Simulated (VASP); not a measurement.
LiH2:

```
Li H
1.0
    -2.32997    2.32997    2.45557
     2.32997   -2.32997    2.45557
     2.32997    2.32997   -2.45557
Li H
2 4
Direct
  0.00000 0.50000 0.50000
  0.50000 0.00000 0.50000
  0.25000 0.37500 0.62500
  0.37500 0.75000 0.12500
  0.62500 0.25000 0.87500
  0.75000 0.62500 0.37500
```

The cell was built from a structure type or drawn by symmetry, and may not be a known phase.

```yaml
Program: VASP 6.6.1
Task: relaxation of cell and atoms
Functional: PBE
Potentials_or_basis: VASP PAW PBE potentials, release 64 (Li_sv, H)
Cutoff: 600 eV
k_mesh: 6 × 6 × 6
Occupations: gaussian, width 0.1 eV
Spin: no spin polarisation
```

At the start: pressure 12.9 GPa; volume 8.89 Å³/atom.

Problem. Where does the relaxation end?

Solution. Over 12 steps the energy falls by 666.8 meV/atom and the volume is 11.33 Å³/atom (+27.5 %); space group I4/m (No. 87, to 0.1 Å) before, I4/mmm (No. 139, to 0.1 Å).

Step by step:
```tsv
step	energy change (eV)	largest force (eV/Å)	pressure (GPa)	volume (Å³)
1	0.0000	4.2652	12.85	53.32
2	-2.6120	1.7508	1.54	59.00
3	-3.3886	0.7556	-3.59	66.29
4	-3.7039	0.6041	-2.19	63.84
5	-3.9372	0.1171	1.97	59.31
6	-3.9408	0.1031	1.30	59.88
7	-3.9410	0.0926	1.46	59.74
8	-3.9576	0.0657	1.18	60.94
9	-3.9872	0.0979	0.42	64.60
10	-3.9627	0.2782	-0.86	72.22
11	-3.9911	0.1530	0.03	66.73
12	-4.0009	0.0304	-0.28	67.96
```

Final structure:
```cif
data_structure
_symmetry_space_group_name_H-M 'P 1'
_symmetry_Int_Tables_number 1
_cell_length_a 4.4887
_cell_length_b 4.4887
_cell_length_c 4.4887
_cell_angle_alpha 114.877
_cell_angle_beta 114.877
_cell_angle_gamma 99.130
_cell_volume 67.96
loop_
_atom_site_label
_atom_site_type_symbol
_atom_site_fract_x
_atom_site_fract_y
_atom_site_fract_z
_atom_site_occupancy
Li1 Li 0.00000 0.50000 0.50000 1
Li2 Li 0.50000 0.00000 0.50000 1
H1 H 0.36068 0.36384 0.72452 1
H2 H 0.36384 0.63932 0.00316 1
H3 H 0.63616 0.36068 0.99684 1
H4 H 0.63932 0.63616 0.27548 1
```

Caveat: the cutoff is under 1.25 times the usual one of these potentials, so pressure, stress and relaxed cells hold a basis-set (Pulay) error; the volume moved by over 15 % at a fixed basis, so the end points are rough.
